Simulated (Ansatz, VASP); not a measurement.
## Two plane-wave programs on Si

```
Si
1.0
    -2.37137    2.37137    1.38244
     2.37137   -2.37137    1.38244
     2.37137    2.37137   -1.38244
Si
2
Cartesian
  2.3714 0.0000 0.6912
  0.0000 0.0000 1.3824
```

Change from the starting cell: strain +0.000 along x and y, +0.040 along z, atoms carried along.

Alike in both runs: task single point; functional r2SCAN; k mesh 20 × 20 × 20; occupations gaussian, width 0.15 eV; no spin polarisation.

|  | VASP | Ansatz |
| --- | --- | --- |
| version | VASP 6.6.1 | Ansatz 0.2.0 |
| potentials or method | VASP PAW PBE potentials, release 64 (Si), cutoff 520 eV | scalar-relativistic, plane waves, PAW |
| valence electrons in the cell | 8 | 8 |

|  | VASP | Ansatz | Ansatz less VASP |
| --- | --- | --- | --- |
| gap on the k mesh at the Fermi level (eV) | none | none | - |
| pressure (GPa) | -1.3 | -1.2 | +0.11 |
| traceless stress, the component that is largest in VASP (GPa) | -2.27 | -2.37 | -0.101 |

VASP's potentials were made for PBE, not for r2SCAN. A gap of «none» marks a metal or a gap that the smearing closes.
